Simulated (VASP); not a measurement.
# SiNi3 (Pm-3m) in VASP: notebook

Aim: see how the results for SiNi3 move with the level of theory and the settings. Levels: revPBE, PBEsol, PBE. Tasks: single point.

All numbers are computed with VASP 6.6.1; they aren't measurements. Logs are shortened: lines on timing, memory, paths and dates and some standing lists are left out, and cuts for length are marked.

### Step 1. The cell of the first run

It takes space group Pm-3m (No. 221, cubic). Conventional cell: a = 3.542 Å, b = 3.542 Å, c = 3.542 Å, α = 90.00°, β = 90.00°, γ = 90.00°. Within 3.3 Å of Ni (site symmetry 4/mmm) lie 8 Ni at 2.50 Å and 4 Si at 2.50 Å. Within 3.3 Å of Si (site symmetry m-3m) lie 12 Ni at 2.50 Å.

### Step 2. Single point, revPBE, collinear spin, ferromagnetic start

INCAR reads:

```
SYSTEM = SiNi3
PREC = Accurate
ENCUT = 690
EDIFF = 1E-6
ISMEAR = -1
SIGMA = 0.05
LREAL = .False.
LASPH = .True.
NELM = 200
ALGO = Normal
ISIF = 2
LWAVE = .False.
LCHARG = .False.
ISPIN = 2
MAGMOM = 1 1 1 0
LORBIT = 11
LMAXMIX = 4
GGA = RE
NBANDS = 41
GGA_COMPAT = .False.
```

KPOINTS reads:

```
Automatic mesh
0
Gamma
  4 4 4
  0 0 0
```

POSCAR reads:

```
SiNi3
1.0
    3.5420000000      0.0000000000      0.0000000000
    0.0000000000      3.5420000000      0.0000000000
    0.0000000000      0.0000000000      3.5420000000
Ni Si
3 1
Direct
    0.5000000000      0.5000000000      0.0000000000
    0.5000000000      0.0000000000      0.5000000000
    0.0000000000      0.5000000000      0.5000000000
    0.0000000000      0.0000000000      0.0000000000
```

Potentials or basis: VASP PAW PBE potentials, release 64 (Ni_sv_GW, Si).

Started as:

```sh
$ cat potpaw_PBE.64/Ni_sv_GW/POTCAR potpaw_PBE.64/Si/POTCAR > POTCAR
$ mpirun -np 1 vasp_std > vasp.out
```

OUTCAR:

```text
SYSTEM = SiNi3
   PREC = Accurate
   ENCUT = 690
   EDIFF = 1E-6
   ISMEAR = -1
   LREAL = .False.
   LASPH = .True.
   NELM = 200
   ISIF = 2
   ISPIN = 2
   LORBIT = 11
   GGA = RE

 ion  position               nearest neighbor table
   1  0.500  0.500  0.000-   2 2.50   3 2.50   4 2.50   2 2.50   3 2.50   2 2.50   4 2.50   2 2.50
                             3 2.50   4 2.50   3 2.50   4 2.50
   2  0.500  0.000  0.500-   1 2.50   3 2.50   4 2.50   1 2.50   4 2.50   1 2.50   3 2.50   1 2.50
                             3 2.50   4 2.50   4 2.50   3 2.50
   3  0.000  0.500  0.500-   1 2.50   2 2.50   4 2.50   1 2.50   4 2.50   2 2.50   4 2.50   4 2.50
                             1 2.50   2 2.50   1 2.50   2 2.50
   4  0.000  0.000  0.000-   1 2.50   2 2.50   3 2.50   2 2.50   3 2.50   1 2.50   3 2.50   3 2.50
                             1 2.50   2 2.50   2 2.50   1 2.50

  LATTYP: Found a simple cubic cell.
 ALAT       =     3.5420000000

  Lattice vectors:

 A1 = (   3.5420000000,   0.0000000000,   0.0000000000)
 A2 = (   0.0000000000,   3.5420000000,   0.0000000000)
 A3 = (   0.0000000000,   0.0000000000,   3.5420000000)

Analysis of symmetry for initial positions (statically):
=====================================================================
 Subroutine PRICEL returns:
 Original cell was already a primitive cell.

 Routine SETGRP: Setting up the symmetry group for a
 simple cubic supercell.

 Subroutine GETGRP returns: Found 48 space group operations
 (whereof 48 operations were pure point group operations)
 out of a pool of 48 trial point group operations.

The static configuration has the point symmetry O_h .

Analysis of symmetry for dynamics (positions and initial velocities):
=====================================================================
 Subroutine PRICEL returns:
 Original cell was already a primitive cell.

 Routine SETGRP: Setting up the symmetry group for a
 simple cubic supercell.

 Subroutine GETGRP returns: Found 48 space group operations
 (whereof 48 operations were pure point group operations)
 out of a pool of 48 trial point group operations.

The dynamic configuration has the point symmetry O_h .

Analysis of structural, dynamic, and magnetic symmetry:
=====================================================================
 Subroutine PRICEL returns:
 Original cell was already a primitive cell.

 Routine SETGRP: Setting up the symmetry group for a
 simple cubic supercell.

 Subroutine GETGRP returns: Found 48 space group operations
 (whereof 48 operations were pure point group operations)
 out of a pool of 48 trial point group operations.

The overall configuration has the point symmetry O_h .

 Subroutine INISYM returns: Found 48 space group operations
 (whereof 48 operations are pure point group operations),
 and found     1 'primitive' translations

----------------------------------------------------------------------------------------

                                     Primitive cell

  volume of cell :      44.4371

  direct lattice vectors                    reciprocal lattice vectors
     3.542000000  0.000000000  0.000000000     0.282326369  0.000000000  0.000000000
     0.000000000  3.542000000  0.000000000     0.000000000  0.282326369  0.000000000
     0.000000000  0.000000000  3.542000000     0.000000000  0.000000000  0.282326369

  length of vectors
     3.542000000  3.542000000  3.542000000     0.282326369  0.282326369  0.282326369

  position of ions in fractional coordinates (direct lattice)
     0.500000000  0.500000000  0.000000000
     0.500000000  0.000000000  0.500000000
     0.000000000  0.500000000  0.500000000
     0.000000000  0.000000000  0.000000000

  ion indices of the primitive-cell ions
   primitive index   ion index
                 1           1
                 2           2
                 3           3
                 4           4

----------------------------------------------------------------------------------------

 KPOINTS: Automatic mesh

Automatic generation of k-mesh.
 Grid dimensions read from file:
 generate k-points for:    4    4    4

 Generating k-lattice:

  Cartesian coordinates                     Fractional coordinates (reciprocal lattice)
     0.070581592  0.000000000  0.000000000     0.250000000  0.000000000  0.000000000
     0.000000000  0.070581592  0.000000000     0.000000000  0.250000000  0.000000000
     0.000000000  0.000000000  0.070581592     0.000000000  0.000000000  0.250000000

  Length of vectors
     0.070581592  0.070581592  0.070581592

  Shift w.r.t. Gamma in fractional coordinates (k-lattice)
     0.000000000  0.000000000  0.000000000

 Subroutine IBZKPT returns following result:
 ===========================================

 Found     10 irreducible k-points:

 Following reciprocal coordinates:
            Coordinates               Weight
  0.000000  0.000000  0.000000      1.000000
  0.250000  0.000000  0.000000      6.000000
  0.500000  0.000000  0.000000      3.000000
  0.250000  0.250000  0.000000     12.000000
  0.500000  0.250000  0.000000     12.000000
  0.500000  0.500000  0.000000      3.000000
  0.250000  0.250000  0.250000      8.000000
  0.500000  0.250000  0.250000     12.000000
  0.500000  0.500000  0.250000      6.000000
  0.500000  0.500000  0.500000      1.000000
   k-points           NKPTS =     10   k-points in BZ     NKDIM =     10   number of bands    NBANDS=     41
   number of dos      NEDOS =    301   number of ions     NIONS =      4
   total plane-waves  NPLWV =  27000
   dimension x,y,z NGX =    30 NGY =   30 NGZ =   30
   dimension x,y,z NGXF=    60 NGYF=   60 NGZF=   60
   ions per type =               3   1
   NGX,Y,Z   is equivalent  to a cutoff of  14.08, 14.08, 14.08 a.u.
   NGXF,Y,Z  is equivalent  to a cutoff of  28.16, 28.16, 28.16 a.u.
 SYSTEM =  SiNi3
   PREC   = accura    normal or accurate (medium, high low for compatibility)
   ISTART =      0    job   : 0-new  1-cont  2-samecut
   ICHARG =      2    charge: 1-file 2-atom 10-const
   ISPIN  =      2    spin polarized calculation?
   LNONCOLLINEAR =      F non collinear calculations
   LSORBIT =      F    spin-orbit coupling
   LASPH  =      T    aspherical Exc in radial PAW
   ENCUT  =  690.0 eV  50.71 Ry    7.12 a.u.   7.59  7.59  7.59*2*pi/ulx,y,z
   NELM   =    200;   NELMIN=  2; NELMDL= -5     # of ELM steps
   EDIFF  = 0.1E-05   stopping-criterion for ELM
   LREAL  =      F    real-space projection
[... 7 lines left out ...]
   TEBEG  =    0.0;   TEEND  =   0.0 temperature during run
   PSTRESS=    0.0 pullay stress
   NELECT =      58.0000    total number of electrons
   NUPDOWN=      -1.0000    fix difference up-down
   EMIN   =  10.00;   EMAX   =-10.00  energy-range for DOS
   EFERMI =   0.00;   METHOD = LEGACY
   ISMEAR =    -1;   SIGMA  =   0.05  broadening in eV -4-tet -1-fermi 0-gaus
   EFERMI_NEDOS =   21; number of points for ismear=-14 and -15
   IALGO  =     38    algorithm
   IMIX   =      4    mixing-type and parameters
     AMIX     =   0.40;   BMIX     =  1.00
     AMIX_MAG =   1.60;   BMIX_MAG =  1.00
  volume/ion in A,a.u.               =      11.11        74.97
  Fermi-wavevector in a.u.,A,eV,Ry     =   1.789104  3.380916 43.550799  3.200893
  Thomas-Fermi vector in A             =   2.852146
   LORBIT       =     11    0 simple, 1 ext, 2 COOP (PROOUT), +10 PAW based schemes
   GGA     = RE    functional components
   LHFCALC =     F    Hartree Fock is set to
   AEXX    =    0.0000 exact exchange contribution
   IVDW    =     0    specifies the selected vdW correction
   LEPSILON=     F    determine dielectric tensor
   LRPA    =     F    only Hartree local field effects (RPA)
 spin polarized calculation
  energy-cutoff  :      690.00
  volume of cell :       44.44
 maximum number of plane-waves:      1856
   NGX = 15   NGY = 15   NGZ = 15

 number of electron      57.9999921 magnetization       0.0353132

 number of electron      57.9999920 magnetization      -0.0016736

 Free energy of the ion-electron system (eV)
  ---------------------------------------------------
  ext. energy  EPLUGINS =         0.00000000
  ---------------------------------------------------
  free energy    TOTEN  =       -24.93691248 eV

  energy without entropy =      -24.91932027  energy(sigma->0) =      -24.92811638

 E-fermi :   9.2402     XC(G=0): -13.2933

 val. band max:        9.2137148079   @ k =   0.5000   0.0000   0.0000
 cond. band min:       9.3894841118   @ k =   0.5000   0.5000   0.2500
 fundamental gap:      0.1757693039
 Fermi energy:         9.2401523583

 spin component 1

 k-point     1 :       0.0000    0.0000    0.0000
  band No.  band energies     occupation
      1     -94.0642      1.00000
      2     -94.0337      1.00000
      3     -94.0337      1.00000
      4     -54.4715      1.00000
      5     -54.4715      1.00000
      6     -54.4715      1.00000
[... 429 lines left out ...]
     40      25.7761      0.00000
     41      30.1171      0.00000
 Fermi energy:         9.2401523583

 spin component 2

 k-point     1 :       0.0000    0.0000    0.0000
  band No.  band energies     occupation
      1     -94.0651      1.00000
      2     -94.0346      1.00000
      3     -94.0346      1.00000
      4     -54.4723      1.00000
      5     -54.4723      1.00000
      6     -54.4723      1.00000
[... 429 lines left out ...]
     40      25.7762      0.00000
     41      30.1161      0.00000

------------------------ aborting loop because EDIFF is reached ----------------------------------------

  FORCE on cell =-STRESS in cart. coord.  units (eV):
  Direction    XX          YY          ZZ          XY          YZ          ZX
  --------------------------------------------------------------------------------------
  -------------------------------------------------------------------------------------
  Total       -0.9628531     -0.9628531     -0.9628531      0.0000000     -0.0000000      0.0000000
  in kB      -34.7156203    -34.7156203    -34.7156203      0.0000000     -0.0000000      0.0000000
  external PRESSURE =     -34.7156203 kB  Pullay stress =       0.0000000 kB

 VOLUME and BASIS-vectors are now :
 -----------------------------------------------------------------------------
  energy-cutoff  :      690.00
  volume of cell :       44.44
      direct lattice vectors                 reciprocal lattice vectors
     3.542000000  0.000000000  0.000000000     0.282326369  0.000000000  0.000000000
     0.000000000  3.542000000  0.000000000     0.000000000  0.282326369  0.000000000
     0.000000000  0.000000000  3.542000000     0.000000000  0.000000000  0.282326369

 POSITION                                       TOTAL-FORCE (eV/Angst)
 -----------------------------------------------------------------------------------
      1.77100      1.77100      0.00000         0.000000      0.000000      0.000000
      1.77100      0.00000      1.77100         0.000000      0.000000      0.000000
      0.00000      1.77100      1.77100         0.000000      0.000000      0.000000
      0.00000      0.00000      0.00000         0.000000      0.000000      0.000000
 -----------------------------------------------------------------------------------
    total drift:                                0.000000      0.000000     -0.000000

  FREE ENERGIE OF THE ION-ELECTRON SYSTEM (eV)
  ---------------------------------------------------
  free  energy   TOTEN  =       -24.9369124817 eV

  energy  without entropy=      -24.9193202712  energy(sigma->0) =      -24.92811638

 total charge

# of ion       s       p       d       f       tot
--------------------------------------------------
    1        2.223   6.311   7.856   0.004  16.395
    2        2.223   6.311   7.856   0.004  16.395
    3        2.223   6.311   7.856   0.004  16.395
    4        0.731   0.806   0.000   0.000   1.537
--------------------------------------------------
tot          7.400  19.739  23.569   0.013  50.721

 magnetization (x)

# of ion       s       p       d       f       tot
--------------------------------------------------
    1       -0.000   0.000  -0.001   0.000  -0.001
    2       -0.000   0.000  -0.001   0.000  -0.001
    3       -0.000   0.000  -0.001   0.000  -0.001
    4        0.000   0.000   0.000   0.000   0.000
--------------------------------------------------
tot         -0.000   0.000  -0.002   0.000  -0.002
```

Wall time 44 s (1 thread of Intel Xeon 6975P-C (Granite Rapids), shared host); peak memory 0.21 GiB.

Results:

```yaml
Free_energy: -24.9369 eV
Pressure: -3.5 GPa
Band_gap_on_the_k_mesh: zero (filled and empty bands overlap)
Net_moment: 0.00 μB per cell
Valence_electrons_inside_the_program's_atomic_spheres: Ni 16.39; Si 1.54
```

Levels at points of the mesh, in eV from the Fermi level:
Spin up:
```
           k point  band 27  band 28  band 29  band 30  band 31  band 32
(0.00, 0.00, 0.00)    -0.66    -0.34    -0.03    -0.03    -0.03     4.50
(0.50, 0.00, 0.00)    -1.16    -0.60    -0.03     3.42     3.42     4.89
(0.50, 0.50, 0.00)    -1.12    -1.03    -0.97     0.56     0.56     5.34
(0.50, 0.50, 0.50)    -1.25    -0.48    -0.26    -0.26    -0.26     1.04
```
Spin down:
| k point | band 26 | band 27 | band 28 | band 29 | band 30 | band 31 | band 32 | band 33 |
| --- | --- | --- | --- | --- | --- | --- | --- | --- |
| (0.00, 0.00, 0.00) | -0.66 | -0.66 | -0.34 | -0.03 | -0.03 | -0.03 | 4.50 | 6.08 |
| (0.50, 0.00, 0.00) | -1.31 | -1.16 | -0.60 | -0.03 | 3.42 | 3.42 | 4.89 | 5.08 |
| (0.50, 0.50, 0.00) | -1.44 | -1.12 | -1.03 | -0.97 | 0.56 | 0.56 | 5.34 | 6.09 |
| (0.50, 0.50, 0.50) | -1.25 | -1.25 | -0.48 | -0.26 | -0.26 | -0.26 | 1.04 | 3.80 |

Caveat: the k points lie up to 0.44 Å⁻¹ apart; the moments typed at the start vanished in this run; the PAW data sets were made with another functional, which shifts forces and pressure a little.

### Step 3. Single point, PBEsol, collinear spin, zero start

INCAR reads:

```
SYSTEM = SiNi3
ALGO = Normal
EDIFF = 1E-6
ENCUT = 690
GGA = PS
GGA_COMPAT = .FALSE.
ISIF = 2
ISMEAR = -1
ISPIN = 2
LASPH = .TRUE.
LCHARG = .TRUE.
LELF = .TRUE.
LMAXMIX = 4
LORBIT = 11
LREAL = .FALSE.
LVHAR = .TRUE.
LWAVE = .FALSE.
MAGMOM = 0 0 0 0
NBANDS = 41
NELM = 200
NUPDOWN = 0.0
PREC = Accurate
SIGMA = 0.05
```

KPOINTS reads:

```
k-points
0
G
  6 6 6
  0 0 0
```

POSCAR is that of step 2.

Potentials or basis: VASP PAW PBE potentials, release 64 (Ni_sv_GW, Si).

Started as:

```sh
$ cat potpaw_PBE.64/Ni_sv_GW/POTCAR potpaw_PBE.64/Si/POTCAR > POTCAR
$ mpirun -np 1 vasp_std > vasp.out
```

Run time: 61 s. Hardware: 1 thread of Intel Xeon 6975P-C (Granite Rapids), shared host; peak memory 0.25 GiB.

It converged, with:

```
Free energy                                           : -28.9618 eV
Pressure                                              : -14.9 GPa
Net moment                                            : 0.00 μB per cell
Valence electrons inside the program's atomic spheres : Ni 16.40; Si 1.53
```

Caveat: the cell stands under tension; the PAW data sets were made with another functional, which shifts forces and pressure a little; the total moment is fixed, so each spin has its own Fermi level.

### Step 4. Single point, PBEsol, collinear spin, ferromagnetic start

INCAR reads:

```
PREC = Accurate
ENCUT = 690
EDIFF = 1E-6
ISMEAR = -1
SIGMA = 0.05
LREAL = False
LASPH = True
NELM = 200
ALGO = Normal
ISIF = 2
LWAVE = False
LCHARG = True
ISPIN = 2
MAGMOM = 0.5 0.5 0.5 0
LORBIT = 11
NUPDOWN = 1.5
LMAXMIX = 4
GGA = PS
LELF = True
LVHAR = True
NBANDS = 41
GGA_COMPAT = False
```

KPOINTS reads:

```
Automatic mesh
0
Gamma
  6 6 6
```

POSCAR is that of step 3.

Started as:

```sh
$ cat potpaw_PBE.64/Ni_sv_GW/POTCAR potpaw_PBE.64/Si/POTCAR > POTCAR
$ mpirun -np 1 vasp_std > vasp.out
```

Wall time 64 s (1 thread of Intel Xeon 6975P-C (Granite Rapids), shared host); peak memory 0.25 GiB.

Results (log left out):

```
Free energy                                           : -28.6770 eV
Pressure                                              : -12.6 GPa
Net moment                                            : 1.50 μB per cell
Site moments                                          : Ni +0.51; Si +0.02 μB
Valence electrons inside the program's atomic spheres : Ni 16.39; Si 1.54
```

Caveat: the cell stands under tension; the PAW data sets were made with another functional, which shifts forces and pressure a little; the total moment is fixed, so each spin has its own Fermi level and the state may be an excited one.

### Step 5. Single point, PBE, collinear spin, ferromagnetic start

INCAR reads:

```
SYSTEM = SiNi3
PREC = Accurate
ENCUT = 690
EDIFF = 1E-6
ISMEAR = -1
SIGMA = 0.05
LREAL = .FALSE.
LASPH = .TRUE.
NELM = 200
ALGO = Normal
ISIF = 2
LWAVE = .FALSE.
LCHARG = .FALSE.
ISPIN = 2
MAGMOM = 0.5 0.5 0.5 0
LORBIT = 11
NUPDOWN = 1.5
LMAXMIX = 4
GGA = PE
NBANDS = 41
GGA_COMPAT = .FALSE.
```

KPOINTS reads:

```
regular mesh
0
G
  6 6 6
  0 0 0
```

POSCAR is that of step 4.

Started as:

```sh
$ cat potpaw_PBE.64/Ni_sv_GW/POTCAR potpaw_PBE.64/Si/POTCAR > POTCAR
$ mpirun -np 1 vasp_std > vasp.out
```

Run time: 2 min. Hardware: 1 thread of Intel Xeon Platinum 8488C (Sapphire Rapids), shared host; peak memory 0.25 GiB.

It converged, with:

| Property | Result |
| --- | --- |
| Free energy | -26.2322 eV |
| Pressure | -4.5 GPa |
| Net moment | 1.50 μB per cell |
| Site moments | Ni +0.51; Si +0.03 μB |
| Valence electrons inside the program's atomic spheres | Ni 16.39; Si 1.55 |

Caveat: the cell stands under tension; the total moment is fixed, so each spin has its own Fermi level and the state may be an excited one.

### Step 6. Overview

| level | spin | fixed moment (μB) | k mesh | pressure (GPa) | moment (μB) |
| --- | --- | --- | --- | --- | --- |
| revPBE | collinear, ferromagnetic start | - | 4 × 4 × 4 | -3.5 | 0.00 |
| PBEsol | collinear, zero start | 0.0 | 6 × 6 × 6 | -14.9 | 0.00 |
| PBEsol | collinear, ferromagnetic start | 1.5 | 6 × 6 × 6 | -12.6 | 1.50 |
| PBE | collinear, ferromagnetic start | 1.5 | 6 × 6 × 6 | -4.5 | 1.50 |

Alike in all rows: task single point; potentials or basis VASP PAW PBE potentials, release 64 (Ni_sv_GW, Si); cell as given; cutoff (eV) 690; smearing fermi-dirac 0.05 eV.

Caveats: some runs use coarse meshes; the PAW data sets were made with another functional, which shifts forces and pressure a little (at least some runs); the cell stands under tension (at least some runs); the total moment is fixed, so each spin has its own Fermi level and the state may be an excited one (at least some runs); the moments typed at the start vanished in this run (at least some runs); the total moment is fixed, so each spin has its own Fermi level (at least some runs).

Total energies depend on the potentials used, so only differences within one code and one set of settings carry meaning.

The gap in the log of VASP goes by the Fermi energy; the results here count the filled bands.